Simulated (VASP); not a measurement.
A run of VASP 6.6.1 is set up as follows.

INCAR

```
SYSTEM = AlW3
PREC = Accurate
ENCUT = 600
EDIFF = 1E-7
ISMEAR = 0
SIGMA = 0.1
LREAL = .FALSE.
LASPH = .TRUE.
NELM = 60
ALGO = Fast
ISIF = 3
LWAVE = .FALSE.
LCHARG = .FALSE.
GGA = PE
IBRION = 2
NSW = 90
EDIFFG = -0.04
```

KPOINTS

```
regular mesh
0
G
  4 4 4
  0 0 0
```

Contents of POSCAR:

```
AlW3
1.0
    4.1918422800      0.0000000000      0.0000000000
    0.0000000000      4.1918422800      0.0000000000
    0.0000000000      0.0000000000      4.1918422800
Al W
1 3
Direct
    0.0000000000      0.0000000000      0.0000000000
    0.5000000000      0.0000000000      0.0000000000
    0.0000000000      0.5000000000      0.0000000000
    0.0000000000      0.0000000000      0.5000000000
```

Potentials or basis: VASP PAW PBE potentials, release 64 (Al, W_sv).

The run is started by

```sh
$ cat potpaw_PBE.64/Al/POTCAR potpaw_PBE.64/W_sv/POTCAR > POTCAR
$ mpirun -np 1 vasp_std > vasp.out
```

Task: What does it give for the band gap on the k mesh?

Result: Zero (an odd number of electrons rules out a gap without spin polarisation).

Task: Estimate the space group after relaxing (to 0.1 Å).

Result: Pm-3m (No. 221).

Final structure:
```
Al W
1.0
     4.58891    0.00000    0.00000
     0.00000    4.58891    0.00000
     0.00000    0.00000    4.58891
Al W
1 3
Direct
  0.00000 0.00000 0.00000
  0.50000 0.00000 0.00000
  0.00000 0.50000 0.00000
  0.00000 0.00000 0.50000
```

Caveat: spin-orbit coupling is left out, which moves the levels of the heavy elements.
